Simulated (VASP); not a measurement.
# MoS2 (P-3m1) in VASP: notebook, part 2 of 2

VASP 6.6.1.

## Step 3: Single point, RPBE

This run uses another cell than the first one, of 18.98 Å³/atom, 1.020 times its volume.

File INCAR:

```
SYSTEM = MoS2
PREC = Accurate
ENCUT = 520
EDIFF = 1E-6
ISMEAR = -1
SIGMA = 0.05
LREAL = .FALSE.
LASPH = .TRUE.
NELM = 100
ALGO = Normal
ISIF = 2
LWAVE = .FALSE.
LCHARG = .FALSE.
GGA = RP
NBANDS = 20
```

File KPOINTS:

```
regular mesh
0
G
  9 9 4
  0 0 0
```

File POSCAR:

```
MoS2
1.0
    3.2274645616      0.0000000000      0.0000000000
   -1.6137322808      2.7950663001      0.0000000000
    0.0000000000      0.0000000000      6.3124734200
Mo S
1 2
Direct
    0.0000000000      0.0000000000      0.5000000000
    0.6666666667      0.3333333333      0.7446806800
    0.3333333333      0.6666666667      0.2553193200
```

Potentials or basis: VASP PAW PBE potentials, release 64 (Mo_sv, S).

Command:

```bash
cat potpaw_PBE.64/Mo_sv/POTCAR potpaw_PBE.64/S/POTCAR > POTCAR
mpirun -np 1 vasp_std > vasp.out
```

Run time: 65 s. Hardware: 1 thread of Intel Xeon 8259CL, shared host; peak memory 0.2 GiB.

Results (log left out):

| Property | Result |
| --- | --- |
| Free energy | -19.7495 eV |
| Pressure | 3.4 GPa |
| Largest force | 0.342 eV/Å |
| Band gap on the k mesh | zero (band 13 reaches 7.65 eV, above the bottom of band 14 at 6.60 eV) |

Forces in eV/Å, atoms in the order of the input:
```
Mo   0.000  0.000  0.000
S    0.000  0.000  0.342
S    0.000  0.000 -0.342
```

Stress tensor (GPa, compression positive):
```
2.47 0.00 0.00
0.00 2.47 0.00
0.00 0.00 5.34
```

Levels at points of the mesh, in eV from the Fermi level:
```csv
k point,band 11,band 12,band 13,band 14,band 15,band 16
"(0.00, 0.00, 0.00)",-1.03,-0.94,-0.94,-0.35,-0.35,3.17
"(0.00, 0.00, 0.50)",-0.95,-0.95,-0.41,-0.41,-0.09,3.33
```

Caveat: the PAW data sets were made with another functional, which shifts forces and pressure a little; this functional lacks dispersion, which binds the layers, so the pressure and a relaxed spacing across them are unreliable.

## Step 4: Single point, BLYP+D4

This run uses another cell than the first one, of 18.98 Å³/atom, 1.020 times its volume.

File INCAR:

```
AGGAC    = 1.0          
AGGAX    = 1.0          
ALDAC    = 0.0          
ALDAX    = 1.0          
ALGO     = Normal         # electronic algorithm
EDIFF    = 1E-6           # SCF threshold, eV
ENCUT    = 520            # plane-wave cutoff, eV
GGA      = B5             # functional
ISIF     = 2              # what is computed and relaxed
ISMEAR   = -1             # smearing method
IVDW     = 13             # dispersion correction
LASPH    = T              # aspherical terms in the spheres
LCHARG   = F              # write CHGCAR
LREAL    = F              # projectors in reciprocal space
LWAVE    = F              # write WAVECAR
NBANDS   = 20             # bands
NELM     = 100            # most SCF steps
PREC     = Accurate       # precision mode
SIGMA    = 0.05           # smearing width, eV
VDW_A1   = 0.44488865   
VDW_A2   = 4.0933009    
VDW_S6   = 1.0          
VDW_S8   = 2.34076671
```

File KPOINTS:

```
k-points
0
Gamma
  9 9 4
```

POSCAR is that of step 3.

Command:

```bash
cat potpaw_PBE.64/Mo_sv/POTCAR potpaw_PBE.64/S/POTCAR > POTCAR
mpirun -np 1 vasp_std > vasp.out
```

Wall time 76 s (1 thread of Intel Xeon 8259CL, shared host); peak memory 0.2 GiB.

Results (log left out):

* Free energy: -20.8303 eV
* Pressure: 1.4 GPa
* Largest force: 0.630 eV/Å
* Band gap on the k mesh: zero (band 13 reaches 7.94 eV, above the bottom of band 14 at 6.89 eV)
* Dispersion energy per atom: -0.773 eV

Forces on the atoms (eV/Å):
```
Mo   0.000  0.000  0.000
S    0.000  0.000  0.630
S    0.000  0.000 -0.630
```

Stress tensor (GPa, compression positive):
```
1.52 0.00 0.00
0.00 1.52 0.00
0.00 0.00 1.15
```

Levels at points of the mesh, in eV from the Fermi level:
| k point | band 9 | band 10 | band 11 | band 12 | band 13 | band 14 | band 15 | band 16 | band 17 | band 18 |
| --- | --- | --- | --- | --- | --- | --- | --- | --- | --- | --- |
| (0.00, 0.00, 0.00) | -4.00 | -1.83 | -1.02 | -0.94 | -0.94 | -0.34 | -0.34 | 3.17 | 3.17 | 6.38 |
| (0.00, 0.00, 0.50) | -3.99 | -3.55 | -0.94 | -0.94 | -0.41 | -0.41 | -0.06 | 3.32 | 3.32 | 6.33 |

Caveat: the PAW data sets were made with another functional, which shifts forces and pressure a little.

## Step 5: Single point, RPBE

This run uses another cell than the first one, of 19.36 Å³/atom, 1.041 times its volume.

File INCAR:

```
ALGO     = Normal         # electronic algorithm
EDIFF    = 1E-6           # SCF threshold, eV
ENCUT    = 520            # plane-wave cutoff, eV
GGA      = RP             # functional
ISIF     = 2              # what is computed and relaxed
ISMEAR   = -1             # smearing method
LASPH    = True           # aspherical terms in the spheres
LCHARG   = True           # write CHGCAR
LELF     = True           # ELF
LREAL    = False          # projectors in reciprocal space
LVHAR    = True         
LWAVE    = False          # write WAVECAR
NBANDS   = 20             # bands
NELM     = 80             # most SCF steps
PREC     = Accurate       # precision mode
SIGMA    = 0.05           # smearing width, eV
```

KPOINTS is that of step 4.

File POSCAR:

```
MoS2
1.0
    3.2488391220      0.0000000000      0.0000000000
   -1.6244195610      2.8135772124      0.0000000000
    0.0000000000      0.0000000000      6.3542790981
Mo S
1 2
Direct
    0.0000000000      0.0000000000      0.5000000000
    0.6666666667      0.3333333333      0.7446806800
    0.3333333333      0.6666666667      0.2553193200
```

Potentials or basis: VASP PAW PBE potentials, release 64 (Mo_sv, S).

Command:

```bash
cat potpaw_PBE.64/Mo_sv/POTCAR potpaw_PBE.64/S/POTCAR > POTCAR
mpirun -np 1 vasp_std > vasp.out
```

OUTCAR:

```text
EDIFF = 1E-6
   ENCUT = 520
   GGA = RP
   ISIF = 2
   ISMEAR = -1
   LASPH = True
   LREAL = False
   NELM = 80
   PREC = Accurate

 ion  position               nearest neighbor table
   1  0.000  0.000  0.500-   2 2.44   3 2.44   3 2.44   2 2.44   2 2.44   3 2.44
   2  0.667  0.333  0.745-   1 2.44   1 2.44   1 2.44
   3  0.333  0.667  0.255-   1 2.44   1 2.44   1 2.44

  LATTYP: Found a hexagonal cell.
 ALAT       =     3.2488391220
 C/A-ratio  =     1.9558614199

  Lattice vectors:

 A1 = (   3.2488391220,   0.0000000000,   0.0000000000)
[... 191 lines left out ...]
      5      -7.9367      2.00000
      6      -6.5660      2.00000
[... 541 lines left out ...]
     19      15.0087      0.00000
     20      15.2380      0.00000

 [... further k-points ...]
[... 5 lines left out ...]
  --------------------------------------------------------------------------------------
  -------------------------------------------------------------------------------------
  Total        0.0037883      0.0037883      0.9123266     -0.0000000      0.0000000      0.0000000
  in kB        0.1044955      0.1044955     25.1656179     -0.0000000      0.0000000      0.0000000
  external PRESSURE =       8.4582030 kB  Pullay stress =       0.0000000 kB

 VOLUME and BASIS-vectors are now :
 -----------------------------------------------------------------------------
  energy-cutoff  :      520.00
  volume of cell :       58.08
      direct lattice vectors                 reciprocal lattice vectors
     3.248839122  0.000000000  0.000000000     0.307802253  0.177709713  0.000000000
    -1.624419561  2.813577212  0.000000000     0.000000000  0.355419427  0.000000000
     0.000000000  0.000000000  6.354279098     0.000000000  0.000000000  0.157374265

 POSITION                                       TOTAL-FORCE (eV/Angst)
 -----------------------------------------------------------------------------------
      0.00000      0.00000      3.17714         0.000000      0.000000      0.000000
      1.62442      0.93786      4.73191         0.000000     -0.000000      0.035861
     -0.00000      1.87572      1.62237        -0.000000      0.000000     -0.035861
 -----------------------------------------------------------------------------------
    total drift:                                0.000000     -0.000000      0.000000

  FREE ENERGIE OF THE ION-ELECTRON SYSTEM (eV)
  ---------------------------------------------------
  free  energy   TOTEN  =       -19.7649666420 eV

  energy  without entropy=      -19.7557333272  energy(sigma->0) =      -19.76034998
```

Wall time 64 s (1 thread of Intel Xeon 8259CL, shared host); peak memory 0.2 GiB.

Results:

```yaml
Free_energy: -19.7650 eV
Pressure: 0.8 GPa
Largest_force: 0.036 eV/Å
Band_gap_on_the_k_mesh: zero (band 13 reaches 7.39 eV, above the bottom of band 14 at 6.34 eV)
```

Forces in eV/Å, atoms in the order of the input:
```
Mo   0.000  0.000  0.000
S    0.000  0.000  0.036
S    0.000  0.000 -0.036
```

Caveat: the PAW data sets were made with another functional, which shifts forces and pressure a little; this functional lacks dispersion, which binds the layers, so the pressure and a relaxed spacing across them are unreliable.

## Step 6: The runs side by side

```csv
level,cell,gap on the mesh (eV),pressure (GPa),largest force (eV/Å)
BLYP+D4,"a = 3.206, b = 3.206, c = 6.270 Å, angles 90.0, 90.0, 120.0°, 3 atoms",none,4.2,0.97
RPBE,"a = 3.227, b = 3.227, c = 6.312 Å, angles 90.0, 90.0, 120.0°, 3 atoms",none,3.4,0.34
BLYP+D4,"a = 3.227, b = 3.227, c = 6.312 Å, angles 90.0, 90.0, 120.0°, 3 atoms",none,1.4,0.63
RPBE,"a = 3.249, b = 3.249, c = 6.354 Å, angles 90.0, 90.0, 120.0°, 3 atoms",none,0.8,0.04
```

Alike in all rows: task single point; potentials or basis VASP PAW PBE potentials, release 64 (Mo_sv, S); no spin polarisation; k mesh 9 × 9 × 4; cutoff (eV) 520; smearing fermi-dirac 0.05 eV.

Caveats: the PAW data sets were made with another functional, which shifts forces and pressure a little; this functional lacks dispersion, which binds the layers, so the pressure and a relaxed spacing across them are unreliable (some runs).

Total energies depend on the potentials used, so only differences within one code and one set of settings carry meaning.
